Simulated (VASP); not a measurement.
# H2C19 in VASP: single point with PBEsol

Aim: the single point of H2C19 with PBEsol.

Program: VASP 6.6.1. These are calculated values, not measurements. Logs are shortened: lines on timing, memory, paths and dates and some standing lists are left out, and cuts for length are marked.

## 1. The cell of the first run

The cell holds a slab with vacuum, 21 atoms: a = 7.398 Å, b = 7.398 Å, c = 12.000 Å, α = 90.00°, β = 90.00°, γ = 120.00°.

## 2. Single point, PBEsol

The input, INCAR:

```
SYSTEM = H2C19
PREC = Accurate ; ENCUT = 520
EDIFF = 1E-6 ; ISMEAR = 0
SIGMA = 0.02 ; LREAL = Auto
LASPH = .TRUE. ; NELM = 80
ALGO = Normal ; ISIF = 2
LWAVE = .FALSE. ; LCHARG = .FALSE.
GGA = PS ; NBANDS = 55
```

The input, KPOINTS:

```
regular mesh
0
G
  2 2 1
  0 0 0
```

The input, POSCAR:

```
H2C19
1.0
    7.3980000000      0.0000000000      0.0000000000
   -3.6990000000      6.4068560000      0.0000000000
    0.0000000000      0.0000000000     12.0000000000
C H
19 2
Direct
    0.0136940063      0.0184641075      0.0654754007
    0.2325158561      0.1309768892      0.0725329166
    0.0137230827      0.3491300807      0.0704276824
    0.2346397101      0.4602506106      0.0670894329
    0.0112982033      0.6806682999      0.0704588608
    0.2324966267      0.7886940808      0.0750706146
    0.3339011175      0.0119966827      0.1095911244
    0.5670071689      0.1319237911      0.1214615537
    0.3444770277      0.3490622484      0.0709527998
    0.5702143660      0.4593717954      0.0744241455
    0.3455474071      0.6839270276      0.0732719849
    0.5690945226      0.7921846531      0.0794349708
    0.6894142378      0.0116143009      0.1030441096
    0.9073360370      0.1297198025      0.0706053258
    0.6807092382      0.3521483596      0.0849443634
    0.8995186525      0.4587852441      0.0745012147
    0.6807265820      0.6815764664      0.0711547399
    0.9016089493      0.7926621105      0.0704401902
    0.6469056528      0.0690362824      0.2172631498
    0.2808093876     -0.0162835167      0.1990971288
    0.5298872778     -0.0566874467      0.2704249006
```

Potentials or basis: VASP PAW PBE potentials, release 64 (C, H).

Launch:

```
> cat potpaw_PBE.64/C/POTCAR potpaw_PBE.64/H/POTCAR > POTCAR
> mpirun -np 1 vasp_std > vasp.out
```

OUTCAR:

```text
SYSTEM = H2C19
   PREC = Accurate
   ENCUT = 520
   EDIFF = 1E-6
   ISMEAR = 0
   LREAL = Auto
   LASPH = .TRUE.
   NELM = 80
   ISIF = 2
   GGA = PS

 ion  position               nearest neighbor table
   1  0.014  0.018  0.065-  14 1.40   2 1.40  18 1.45
   2  0.233  0.131  0.073-   9 1.40   1 1.40   7 1.48
   3  0.014  0.349  0.070-  14 1.41   4 1.42  16 1.44
   4  0.235  0.460  0.067-   3 1.42   9 1.42  11 1.43
   5  0.011  0.681  0.070-   6 1.42  18 1.42  16 1.42
   6  0.232  0.789  0.075-  11 1.40   5 1.42   7 1.49
   7  0.334  0.012  0.110-  20 1.13   2 1.48   6 1.49   8 1.50
   8  0.567  0.132  0.121-  19 1.47  15 1.48   7 1.50  13 1.57
   9  0.344  0.349  0.071-   2 1.40   4 1.42  10 1.45
  10  0.570  0.459  0.074-  15 1.40  17 1.42   9 1.45
  11  0.346  0.684  0.073-   6 1.40  12 1.43   4 1.43
  12  0.569  0.792  0.079-  17 1.43  11 1.43  13 1.44
  13  0.689  0.012  0.103-  12 1.44  14 1.45  19 1.51   8 1.57
  14  0.907  0.130  0.071-   1 1.40   3 1.41  13 1.45
  15  0.681  0.352  0.085-  10 1.40  16 1.41   8 1.48
  16  0.900  0.459  0.075-  15 1.41   5 1.42   3 1.44
  17  0.681  0.682  0.071-  18 1.42  10 1.42  12 1.43
  18  0.902  0.793  0.070-  17 1.42   5 1.42   1 1.45
  19  0.647  0.069  0.217-  21 1.10   8 1.47  13 1.51
  20  0.281  0.984  0.199-   7 1.13
  21  0.530  0.943  0.270-  19 1.10

  LATTYP: Found a hexagonal cell.
 ALAT       =     7.3980000000
 C/A-ratio  =     1.6220600162

  Lattice vectors:

 A1 = (   7.3980000000,   0.0000000000,   0.0000000000)
 A2 = (  -3.6990000000,   6.4068560000,   0.0000000000)
 A3 = (   0.0000000000,   0.0000000000,  12.0000000000)

Analysis of symmetry for initial positions (statically):
=====================================================================
 Subroutine PRICEL returns:
 Original cell was already a primitive cell.

 Routine SETGRP: Setting up the symmetry group for a
 hexagonal supercell.

 Subroutine GETGRP returns: Found  1 space group operations
 (whereof  1 operations were pure point group operations)
 out of a pool of 24 trial point group operations.

The static configuration has the point symmetry C_1 .

Analysis of symmetry for dynamics (positions and initial velocities):
=====================================================================
 Subroutine PRICEL returns:
 Original cell was already a primitive cell.

 Routine SETGRP: Setting up the symmetry group for a
 hexagonal supercell.

 Subroutine GETGRP returns: Found  1 space group operations
 (whereof  1 operations were pure point group operations)
 out of a pool of 24 trial point group operations.

The dynamic configuration has the point symmetry C_1 .

 Subroutine INISYM returns: Found  1 space group operations
 (whereof  1 operations are pure point group operations),
 and found     1 'primitive' translations

----------------------------------------------------------------------------------------

                                     Primitive cell

  volume of cell :     568.7750

  direct lattice vectors                    reciprocal lattice vectors
     7.398000000  0.000000000  0.000000000     0.135171668  0.078041398  0.000000000
    -3.699000000  6.406856000  0.000000000     0.000000000  0.156082796  0.000000000
     0.000000000  0.000000000 12.000000000     0.000000000  0.000000000  0.083333333

  length of vectors
     7.398000000  7.398000054 12.000000000     0.156082797  0.156082796  0.083333333

  position of ions in fractional coordinates (direct lattice)
     0.013694006  0.018464108  0.065475401
     0.232515856  0.130976889  0.072532917
     0.013723083  0.349130081  0.070427682
     0.234639710  0.460250611  0.067089433
     0.011298203  0.680668300  0.070458861
     0.232496627  0.788694081  0.075070615
[... 13 lines left out ...]
     0.280809388  0.983716483  0.199097129
     0.529887278  0.943312553  0.270424901

  ion indices of the primitive-cell ions
   primitive index   ion index
                 1           1
                 2           2
                 3           3
                 4           4
                 5           5
                 6           6
[... 13 lines left out ...]
                20          20
                21          21

----------------------------------------------------------------------------------------

 KPOINTS: regular mesh

Automatic generation of k-mesh.
 Grid dimensions read from file:
 generate k-points for:    2    2    1

 Generating k-lattice:

  Cartesian coordinates                     Fractional coordinates (reciprocal lattice)
     0.067585834  0.039020699  0.000000000     0.500000000  0.000000000  0.000000000
     0.000000000  0.078041398  0.000000000     0.000000000  0.500000000  0.000000000
     0.000000000  0.000000000  0.083333333     0.000000000  0.000000000  1.000000000

  Length of vectors
     0.078041399  0.078041398  0.083333333

  Shift w.r.t. Gamma in fractional coordinates (k-lattice)
     0.000000000  0.000000000  0.000000000

 Subroutine IBZKPT returns following result:
 ===========================================

 Found      4 irreducible k-points:

 Following reciprocal coordinates:
            Coordinates               Weight
  0.000000  0.000000  0.000000      1.000000
  0.500000  0.000000  0.000000      1.000000
  0.000000  0.500000  0.000000      1.000000
  0.500000  0.500000  0.000000      1.000000
   k-points           NKPTS =      4   k-points in BZ     NKDIM =      4   number of bands    NBANDS=     55
   number of dos      NEDOS =    301   number of ions     NIONS =     21
   total plane-waves  NPLWV = 282240
   dimension x,y,z NGX =    56 NGY =   56 NGZ =   90
   dimension x,y,z NGXF=   112 NGYF=  112 NGZF=  180
   ions per type =              19   2
   NGX,Y,Z   is equivalent  to a cutoff of  12.58, 12.58, 12.47 a.u.
   NGXF,Y,Z  is equivalent  to a cutoff of  25.17, 25.17, 24.94 a.u.
 SYSTEM =  H2C19
   PREC   = accura    normal or accurate (medium, high low for compatibility)
   ISTART =      0    job   : 0-new  1-cont  2-samecut
   ICHARG =      2    charge: 1-file 2-atom 10-const
   ISPIN  =      1    spin polarized calculation?
   LNONCOLLINEAR =      F non collinear calculations
   LSORBIT =      F    spin-orbit coupling
   LASPH  =      T    aspherical Exc in radial PAW
   ENCUT  =  520.0 eV  38.22 Ry    6.18 a.u.  13.76 13.76 22.31*2*pi/ulx,y,z
   NELM   =     80;   NELMIN=  2; NELMDL= -5     # of ELM steps
   EDIFF  = 0.1E-05   stopping-criterion for ELM
   LREAL  =      T    real-space projection
   EDIFFG = 0.1E-04   stopping-criterion for IOM
   NSW    =      0    number of steps for IOM
   IBRION =     -1    ionic relax: 0-MD 1-quasi-New 2-CG
   NFREE  =      0    steps in history (QN), initial steepest desc. (CG)
   ISIF   =      2    stress and relaxation
   ISYM   =      2    0-nonsym 1-usesym 2-fastsym
   POTIM  = 0.5000    time-step for ionic-motion
   TEBEG  =    0.0;   TEEND  =   0.0 temperature during run
   PSTRESS=    0.0 pullay stress
   NELECT =      78.0000    total number of electrons
   NUPDOWN=      -1.0000    fix difference up-down
   EMIN   =  10.00;   EMAX   =-10.00  energy-range for DOS
   EFERMI =   0.00;   METHOD = LEGACY
   ISMEAR =     0;   SIGMA  =   0.02  broadening in eV -4-tet -1-fermi 0-gaus
   EFERMI_NEDOS =   21; number of points for ismear=-14 and -15
   IALGO  =     38    algorithm
   IMIX   =      4    mixing-type and parameters
     AMIX     =   0.40;   BMIX     =  1.00
     AMIX_MAG =   1.60;   BMIX_MAG =  1.00
  volume/ion in A,a.u.               =      27.08       182.78
  Fermi-wavevector in a.u.,A,eV,Ry     =   0.844228  1.595359  9.697146  0.712720
  Thomas-Fermi vector in A             =   1.959222
   LORBIT       =      0    0 simple, 1 ext, 2 COOP (PROOUT), +10 PAW based schemes
   GGA     = PS    functional components
   LHFCALC =     F    Hartree Fock is set to
   AEXX    =    0.0000 exact exchange contribution
   IVDW    =     0    specifies the selected vdW correction
   LEPSILON=     F    determine dielectric tensor
   LRPA    =     F    only Hartree local field effects (RPA)
 non-spin polarized calculation
 Gauss-broadening in eV      SIGMA  =   0.02
  energy-cutoff  :      520.00
  volume of cell :      568.78
 maximum number of plane-waves:     15363
 NGX is ok and might be reduce to    56
   NGX = 27   NGY = 27   NGZ = 45

 number of electron      77.9999997 magnetization

 Free energy of the ion-electron system (eV)
  ---------------------------------------------------
  ext. energy  EPLUGINS =         0.00000000
  ---------------------------------------------------
  free energy    TOTEN  =      -184.35253245 eV

  energy without entropy =     -184.35253245  energy(sigma->0) =     -184.35253245

 E-fermi :  -1.6910     XC(G=0):  -3.9482

 val. band max:       -1.8160869866   @ k =   0.0000   0.0000   0.0000
 cond. band min:      -1.5271478855   @ k =   0.0000   0.0000   0.0000
 fundamental gap:      0.2889391011
 Fermi energy:        -1.6910264826

 k-point     1 :       0.0000    0.0000    0.0000
  band No.  band energies     occupation
      1     -21.4674      2.00000
      2     -19.7242      2.00000
      3     -18.8106      2.00000
      4     -18.7603      2.00000
      5     -18.6132      2.00000
      6     -18.5783      2.00000
[... 43 lines left out ...]
     50       4.1931      0.00000
     51       4.4849      0.00000

 k-point     2 :       0.5000    0.0000    0.0000
  band No.  band energies     occupation
      1     -21.0400      2.00000
      2     -20.6271      2.00000
      3     -19.6296      2.00000
      4     -19.2846      2.00000
      5     -17.7464      2.00000
      6     -16.8933      2.00000
[... 43 lines left out ...]
     50       3.9729      0.00000
     51       4.1816      0.00000

 k-point     3 :       0.0000    0.5000    0.0000
  band No.  band energies     occupation
      1     -21.0775      2.00000
      2     -20.5445      2.00000
      3     -19.6799      2.00000
      4     -19.3102      2.00000
      5     -17.6910      2.00000
      6     -16.9270      2.00000
[... 43 lines left out ...]
     50       4.0064      0.00000
     51       4.1398      0.00000

 k-point     4 :       0.5000    0.5000    0.0000
  band No.  band energies     occupation
      1     -21.0411      2.00000
      2     -20.6160      2.00000
      3     -19.6380      2.00000
      4     -19.3255      2.00000
      5     -17.6186      2.00000
      6     -16.9932      2.00000
[... 43 lines left out ...]
     50       4.1298      0.00000
     51       4.3502      0.00000
 [bands above 51 left out]

------------------------ aborting loop because EDIFF is reached ----------------------------------------

  FORCE on cell =-STRESS in cart. coord.  units (eV):
  Direction    XX          YY          ZZ          XY          YZ          ZX
  --------------------------------------------------------------------------------------
  -------------------------------------------------------------------------------------
  Total        2.7695508      1.7532433      0.0914851      0.9470409     -0.0475745      0.0101109
  in kB        7.8015228      4.9386953      0.2577035      2.6677109     -0.1340121      0.0284812
  external PRESSURE =       4.3326405 kB  Pullay stress =       0.0000000 kB

 VOLUME and BASIS-vectors are now :
 -----------------------------------------------------------------------------
  energy-cutoff  :      520.00
  volume of cell :      568.78
      direct lattice vectors                 reciprocal lattice vectors
     7.398000000  0.000000000  0.000000000     0.135171668  0.078041398  0.000000000
    -3.699000000  6.406856000  0.000000000     0.000000000  0.156082796  0.000000000
     0.000000000  0.000000000 12.000000000     0.000000000  0.000000000  0.083333333

 POSITION                                       TOTAL-FORCE (eV/Angst)
 -----------------------------------------------------------------------------------
      0.03301      0.11830      0.78570         0.004587     -0.010675     -0.011004
      1.23567      0.83915      0.87039         0.003969     -0.014666     -0.007859
     -1.18991      2.23683      0.84513        -0.003744      0.006832     -0.000958
      0.03340      2.94876      0.80507        -0.002032      0.004180     -0.005017
     -2.43421      4.36094      0.84551        -0.002740     -0.000465     -0.001714
     -1.19737      5.05305      0.90085        -0.004882      0.014008     -0.011712
[... 13 lines left out ...]
     -1.56134      6.30253      2.38917        -0.004572     -0.003829      0.021420
      0.43079      6.04367      3.24510        -0.003386     -0.021876      0.041090
 -----------------------------------------------------------------------------------
    total drift:                               -0.018686     -0.020766     -0.020036

  FREE ENERGIE OF THE ION-ELECTRON SYSTEM (eV)
  ---------------------------------------------------
  free  energy   TOTEN  =      -184.3525324456 eV

  energy  without entropy=     -184.3525324456  energy(sigma->0) =     -184.35253245
```

It took 5.2 min on 1 thread of Intel Xeon Platinum 8259CL at 2.50GHz (Skylake/Cascade Lake), shared host; peak memory 0.58 GiB.

Results:

```yaml
Free_energy: -184.3525 eV
Largest_force: 0.084 eV/Å
Band_gap_on_the_k_mesh: 0.29 eV, direct
```

Forces in eV/Å, atoms in the order of the input:
```
C    0.005 -0.011 -0.011
C    0.004 -0.015 -0.008
C   -0.004  0.007 -0.001
C   -0.002  0.004 -0.005
C   -0.003  0.000 -0.002
C   -0.005  0.014 -0.012
C    0.006 -0.007  0.000
C   -0.021  0.008 -0.040
C    0.012  0.006  0.001
C   -0.008  0.000 -0.004
C    0.001  0.007 -0.005
C   -0.009 -0.005 -0.001
C    0.008  0.014 -0.045
C    0.001  0.004 -0.010
C    0.004 -0.005 -0.004
C    0.003 -0.006 -0.006
C    0.008  0.000  0.002
C   -0.006  0.004  0.005
C    0.014  0.006  0.083
H   -0.005 -0.004  0.021
H   -0.003 -0.022  0.041
```

Caveat: the k points lie up to 0.49 Å⁻¹ apart; the PAW data sets were made with another functional, which shifts forces and pressure a little.
